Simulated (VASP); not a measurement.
Here is a VASP 6.6.1 calculation.

INCAR

```
PREC     = Accurate       # precision mode
ENCUT    = 520            # plane-wave cutoff, eV
EDIFF    = 1E-6           # SCF threshold, eV
ISMEAR   = -1             # smearing method
SIGMA    = 0.05           # smearing width, eV
LREAL    = False          # projectors in reciprocal space
LASPH    = True           # aspherical terms in the spheres
NELM     = 60             # most SCF steps
ALGO     = Normal         # electronic algorithm
ISIF     = 2              # what is computed and relaxed
LWAVE    = False          # write WAVECAR
LCHARG   = False          # write CHGCAR
GGA      = PS             # functional
NBANDS   = 17             # bands
```

KPOINTS

```
Automatic mesh
0
Gamma
  12 12 7
```

File POSCAR:

```
Ni
1.0
    2.4480228978      0.0000000000      0.0000000000
   -1.2240114489      2.1200500186      0.0000000000
    0.0000000000      0.0000000000      4.0728075700
Ni
2
Direct
    0.6666666667      0.3333333333      0.7500000000
    0.3333333333      0.6666666667      0.2500000000
```

Potentials or basis: VASP PAW PBE potentials, release 64 (Ni).

Command:

```sh
$ cat potpaw_PBE.64/Ni/POTCAR > POTCAR
$ mpirun -np 1 vasp_std > vasp.out
```

(1) Predict the pressure.

(2) What does it give for the band gap on the k mesh?

## Answers

(1) -4.2 GPa.

(2) zero (band 10 reaches 9.56 eV, above the bottom of band 11 at 9.07 eV).

Caveat: the PAW data sets were made with another functional, which shifts forces and pressure a little; the run has no spin polarisation, though such a crystal can be magnetic.
